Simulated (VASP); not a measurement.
# TiAl3 (Pm-3m) in VASP: density of states with PBEsol

Aim: the density of states of TiAl3 with PBEsol.

Everything below comes from runs of VASP 6.6.1. Logs are shortened: lines on timing, memory, paths and dates and some standing lists are left out, and cuts for length are marked.

**1. The cell of the first run**

It takes space group Pm-3m (No. 221, cubic). Conventional cell: a = 3.956 Å, b = 3.956 Å, c = 3.956 Å, α = 90.00°, β = 90.00°, γ = 90.00°. Within 3.7 Å of Ti (site symmetry m-3m) lie 12 Al at 2.80 Å. Within 3.7 Å of Al (site symmetry 4/mmm) lie 4 Ti at 2.80 Å and 8 Al at 2.80 Å.

**2. Density of states, PBEsol**

Contents of POSCAR:

```
TiAl3
1.0
    3.9556712500      0.0000000000      0.0000000000
    0.0000000000      3.9556712500      0.0000000000
    0.0000000000      0.0000000000      3.9556712500
Ti Al
1 3
Direct
    0.0000000000      0.0000000000      0.0000000000
    0.5000000000      0.5000000000      0.0000000000
    0.5000000000      0.0000000000      0.5000000000
    0.0000000000      0.5000000000      0.5000000000
```

Contents of INCAR.step1:

```
PREC     = Accurate       # precision mode
ENCUT    = 520            # plane-wave cutoff, eV
EDIFF    = 1E-6           # SCF threshold, eV
ISMEAR   = 0              # smearing method
SIGMA    = 0.05           # smearing width, eV
LREAL    = F              # projectors in reciprocal space
LASPH    = T              # aspherical terms in the spheres
NELM     = 80             # most SCF steps
ALGO     = Normal         # electronic algorithm
ISIF     = 2              # what is computed and relaxed
LWAVE    = F              # write WAVECAR
LCHARG   = T              # write CHGCAR
LMAXMIX  = 4              # l up to which the mixer works
GGA      = PS             # functional
NBANDS   = 18             # bands
```

Contents of KPOINTS.step1:

```
Automatic mesh
0
Gamma
  8 8 8
```

Contents of INCAR.step2:

```
PREC     = Accurate       # precision mode
ENCUT    = 520            # plane-wave cutoff, eV
EDIFF    = 1E-6           # SCF threshold, eV
ISMEAR   = -5             # smearing method
SIGMA    = 0.05           # smearing width, eV
LREAL    = F              # projectors in reciprocal space
LASPH    = T              # aspherical terms in the spheres
NELM     = 80             # most SCF steps
ALGO     = Normal         # electronic algorithm
ISIF     = 2              # what is computed and relaxed
LWAVE    = F              # write WAVECAR
LCHARG   = F              # write CHGCAR
LMAXMIX  = 4              # l up to which the mixer works
GGA      = PS             # functional
LORBIT   = 11             # projections on sites
NEDOS    = 2001           # points of the DOS
ICHARG   = 11             # starting density
```

Contents of KPOINTS.step2:

```
Automatic mesh
0
Gamma
  12 12 12
```

Potentials or basis: VASP PAW PBE potentials, release 64 (Ti_sv, Al).

Run with:

```console
> cat potpaw_PBE.64/Ti_sv/POTCAR potpaw_PBE.64/Al/POTCAR > POTCAR
> cp INCAR.step1 INCAR
> cp KPOINTS.step1 KPOINTS
> mpirun -np 1 vasp_std > vasp.out
> cp INCAR.step2 INCAR
> cp KPOINTS.step2 KPOINTS
> mpirun -np 1 vasp_std > vasp.out
```

OUTCAR:

```text
PREC = Accurate
   ENCUT = 520
   EDIFF = 1E-6
   ISMEAR = -5
   LREAL = F
   LASPH = T
   NELM = 80
   ISIF = 2
   GGA = PS
   LORBIT = 11
   ICHARG = 11

 ion  position               nearest neighbor table
   1  0.000  0.000  0.000-   2 2.80   3 2.80   4 2.80   3 2.80   4 2.80   2 2.80   4 2.80   4 2.80
                             2 2.80   3 2.80   3 2.80   2 2.80
   2  0.500  0.500  0.000-   1 2.80   3 2.80   4 2.80   3 2.80   4 2.80   1 2.80   3 2.80   3 2.80
                             1 2.80   4 2.80   4 2.80   1 2.80
   3  0.500  0.000  0.500-   1 2.80   2 2.80   4 2.80   1 2.80   2 2.80   2 2.80   4 2.80   2 2.80
                             1 2.80   4 2.80   1 2.80   4 2.80
   4  0.000  0.500  0.500-   1 2.80   2 2.80   3 2.80   1 2.80   2 2.80   1 2.80   3 2.80   1 2.80
                             2 2.80   3 2.80   2 2.80   3 2.80

  LATTYP: Found a simple cubic cell.
 ALAT       =     3.9556712500

  Lattice vectors:

 A1 = (   3.9556712500,   0.0000000000,   0.0000000000)
 A2 = (   0.0000000000,   3.9556712500,   0.0000000000)
 A3 = (   0.0000000000,   0.0000000000,   3.9556712500)

Analysis of symmetry for initial positions (statically):
=====================================================================
 Subroutine PRICEL returns:
 Original cell was already a primitive cell.

 Routine SETGRP: Setting up the symmetry group for a
 simple cubic supercell.

 Subroutine GETGRP returns: Found 48 space group operations
[... 9 lines left out ...]

 Routine SETGRP: Setting up the symmetry group for a
 simple cubic supercell.

 Subroutine GETGRP returns: Found 48 space group operations
[... 11 lines left out ...]
                                     Primitive cell

  volume of cell :      61.8957

  direct lattice vectors                    reciprocal lattice vectors
     3.955671250  0.000000000  0.000000000     0.252801595  0.000000000  0.000000000
     0.000000000  3.955671250  0.000000000     0.000000000  0.252801595  0.000000000
     0.000000000  0.000000000  3.955671250     0.000000000  0.000000000  0.252801595

  length of vectors
     3.955671250  3.955671250  3.955671250     0.252801595  0.252801595  0.252801595

  position of ions in fractional coordinates (direct lattice)
     0.000000000  0.000000000  0.000000000
     0.500000000  0.500000000  0.000000000
     0.500000000  0.000000000  0.500000000
     0.000000000  0.500000000  0.500000000

  ion indices of the primitive-cell ions
   primitive index   ion index
                 1           1
                 2           2
                 3           3
                 4           4

----------------------------------------------------------------------------------------
[... 90 lines left out ...]
   IMIX   =      4    mixing-type and parameters
     AMIX     =   0.40;   BMIX     =  1.00
     AMIX_MAG =   1.60;   BMIX_MAG =  1.00
  volume/ion in A,a.u.               =      15.47       104.42
  Fermi-wavevector in a.u.,A,eV,Ry     =   1.141811  2.157711 17.738371  1.303733
  Thomas-Fermi vector in A             =   2.278511
   LORBIT       =     11    0 simple, 1 ext, 2 COOP (PROOUT), +10 PAW based schemes
   GGA     = PS    functional components
   LHFCALC =     F    Hartree Fock is set to
   AEXX    =    0.0000 exact exchange contribution
   IVDW    =     0    specifies the selected vdW correction
   LEPSILON=     F    determine dielectric tensor
   LRPA    =     F    only Hartree local field effects (RPA)
 non-spin polarized calculation
 Fermi weights with tetrahedron method with Bloechl corrections
  energy-cutoff  :      520.00
  volume of cell :       61.90
 maximum number of plane-waves:      1743
 NGX is ok and might be reduce to    30

 number of electron      20.9999997 magnetization

 Free energy of the ion-electron system (eV)
  ---------------------------------------------------
  ext. energy  EPLUGINS =         0.00000000
  ---------------------------------------------------
  free energy    TOTEN  =       -22.12079597 eV

  energy without entropy =      -22.12079597  energy(sigma->0) =      -22.12079597

 E-fermi :   9.0649     XC(G=0): -10.9151

 val. band max:        9.0449554420   @ k =   0.5000   0.0833   0.0000
 cond. band min:       9.0432875280   @ k =   0.2500   0.1667   0.0000
 fundamental gap:     -0.0016679140
 Fermi energy:         9.0649104392

 k-point     1 :       0.0000    0.0000    0.0000
  band No.  band energies     occupation
      1     -47.6864      2.00000
      2     -24.0925      2.00000
      3     -24.0925      2.00000
      4     -24.0925      2.00000
      5      -1.7751      2.00000
      6       5.9329      2.00000
      7       5.9329      2.00000
      8       6.8818      2.00000
      9       6.8818      2.00000
     10       6.8818      2.00000
     11       9.1879      0.00000
     12       9.1879      0.00000
     13       9.1879      0.00000
     14       9.7404      0.00000
[... 377 lines left out ...]
      1     -47.6850      2.00000
      2     -24.1098      2.00000
      3     -24.1058      2.00000
      4     -24.0900      2.00000
      5       0.7540      2.00000
      6       2.5166      2.00000
      7       3.7297      2.00000
      8       5.4146      2.00000
      9       7.3940      2.00000
     10       7.9918      2.00000
     11       9.2933     -0.03433
     12       9.9005      0.00000
     13      10.0905      0.00000
     14      10.8702      0.00000

 [... further k-points ...]
[... 5 lines left out ...]
  --------------------------------------------------------------------------------------
  -------------------------------------------------------------------------------------
  Total        0.0876029      0.0876029      0.0876029     -0.0000000     -0.0000000      0.0000000
  in kB        2.2676115      2.2676115      2.2676115     -0.0000000     -0.0000000      0.0000000
  external PRESSURE =       2.2676115 kB  Pullay stress =       0.0000000 kB

 VOLUME and BASIS-vectors are now :
 -----------------------------------------------------------------------------
  energy-cutoff  :      520.00
  volume of cell :       61.90
      direct lattice vectors                 reciprocal lattice vectors
     3.955671250  0.000000000  0.000000000     0.252801595  0.000000000  0.000000000
     0.000000000  3.955671250  0.000000000     0.000000000  0.252801595  0.000000000
     0.000000000  0.000000000  3.955671250     0.000000000  0.000000000  0.252801595

 POSITION                                       TOTAL-FORCE (eV/Angst)
 -----------------------------------------------------------------------------------
      0.00000      0.00000      0.00000         0.000000      0.000000      0.000000
      1.97784      1.97784      0.00000         0.000000      0.000000      0.000000
      1.97784      0.00000      1.97784         0.000000      0.000000      0.000000
      0.00000      1.97784      1.97784         0.000000      0.000000      0.000000
 -----------------------------------------------------------------------------------
    total drift:                               -0.000000     -0.000000     -0.000000

  FREE ENERGIE OF THE ION-ELECTRON SYSTEM (eV)
  ---------------------------------------------------
  free  energy   TOTEN  =       -22.1207959696 eV

  energy  without entropy=      -22.1207959696  energy(sigma->0) =      -22.12079597

 total charge

# of ion       s       p       d       tot
------------------------------------------
    1        2.165   6.099   2.085  10.349
    2        0.409   0.406   0.000   0.815
    3        0.409   0.406   0.000   0.815
    4        0.409   0.406   0.000   0.815
--------------------------------------------------
tot          3.393   7.315   2.085  12.793
```

Wall time 67 s (1 thread of AMD EPYC 7R43 (Zen 3), shared host); peak memory 0.17 GiB.

Results:

| Quantity | Value |
| --- | --- |
| Valence electrons inside the program's atomic spheres | Ti 10.35; Al 0.81 |

Caveat: the PAW data sets were made with another functional, which shifts forces and pressure a little; tetrahedron occupations give inexact forces and stress in metals.
